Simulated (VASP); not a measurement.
**Ta: single point with PBE**

Crystal: Ta.

```
CELL_PARAMETERS angstrom
-2.31518 2.31518 1.26192
2.31518 -2.31518 1.26192
2.31518 2.31518 -1.26192
ATOMIC_POSITIONS crystal
Ta 0.62500 0.87500 0.75000
Ta 0.37500 0.12500 0.25000
```

```json
{"Program": "VASP 6.6.1", "Task": "single point", "Functional": "PBE", "Potentials or basis": "VASP PAW PBE potentials, release 64 (Ta_pv)", "Cutoff": "520 eV", "k mesh": "17 × 17 × 17", "Occupations": "fermi-dirac, width 0.1 eV", "Spin": "no spin polarisation", "Dipole correction": "no", "Further INCAR settings": "ALGO = Normal; EDIFF = 1e-07; NBANDS = 18"}
```

* Pressure: 123.7 GPa
* Band gap on the k mesh: zero (band 11 reaches 9.73 eV, above the bottom of band 12 at 7.77 eV)

Stress tensor (GPa, compression positive):
```
123.83   0.00   0.00
  0.00 123.83   0.00
  0.00   0.00 123.30
```

Levels at points of the mesh, in eV from the Fermi level:
```csv
k point,band 9,band 10,band 11,band 12,band 13,band 14
"(0.00, 0.00, 0.00)",-4.07,-3.52,-2.19,3.45,3.45,3.77
```

It took 2.3 min on 1 thread of AMD EPYC 9R45 96-Core Processor (Zen 5) (shared host), peak memory 0.25 GiB.

Caveat: spin-orbit coupling is left out, which moves the levels of the heavy elements.
